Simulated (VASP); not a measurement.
Set up this calculation in VASP 6.6.1, as the native input.

```
Task                   : single point
Functional             : BLYP
Potentials or basis    : VASP PAW PBE potentials, release 64 (Cd, S)
Cutoff                 : 520 eV
k mesh                 : 7 × 7 × 4
Occupations            : fermi-dirac, width 0.05 eV
Spin                   : no spin polarisation
Dipole correction      : no
Further INCAR settings : ALGO = Normal; EDIFF = 1e-07; NBANDS = 26
```

The structure of CdS (Greenockite) lies in POSCAR:

```
CdS
1.0
    4.0939120434      0.0000000000      0.0000000000
   -2.0469560217      3.5454318304      0.0000000000
    0.0000000000      0.0000000000      6.6459482979
Cd S
2 2
Direct
    0.6666666667      0.3333333333      0.5000000000
    0.3333333333      0.6666666667      0.0000000000
    0.6666666667      0.3333333333      0.8750000000
    0.3333333333      0.6666666667      0.3750000000
```

The input as run:

INCAR

```
AGGAC = 1.0 ; AGGAX = 1.0
ALDAC = 0.0 ; ALDAX = 1.0
ALGO = Normal ; EDIFF = 1E-7
ENCUT = 520 ; GGA = B5
ISIF = 2 ; ISMEAR = -1
LASPH = True ; LCHARG = True
LELF = True ; LREAL = False
LVHAR = True ; LWAVE = False
NBANDS = 26 ; NELM = 60
PREC = Accurate ; SIGMA = 0.05
```

KPOINTS

```
k-points
0
Gamma
  7 7 4
```

Potentials or basis: VASP PAW PBE potentials, release 64 (Cd, S).

The run is started by

```console
$ cat potpaw_PBE.64/Cd/POTCAR potpaw_PBE.64/S/POTCAR > POTCAR
$ mpirun -np 1 vasp_std > vasp.out
```

It gave:

```json
{"Pressure": "8.8 GPa", "Largest force": "0.076 eV/Å", "Band gap on the k mesh": "1.27 eV, direct"}
```

Caveat: the PAW data sets were made with another functional, which shifts forces and pressure a little.

Run time: 110 s on 1 thread of Intel Xeon 6975P-C, on a shared host, peak memory 0.22 GiB.
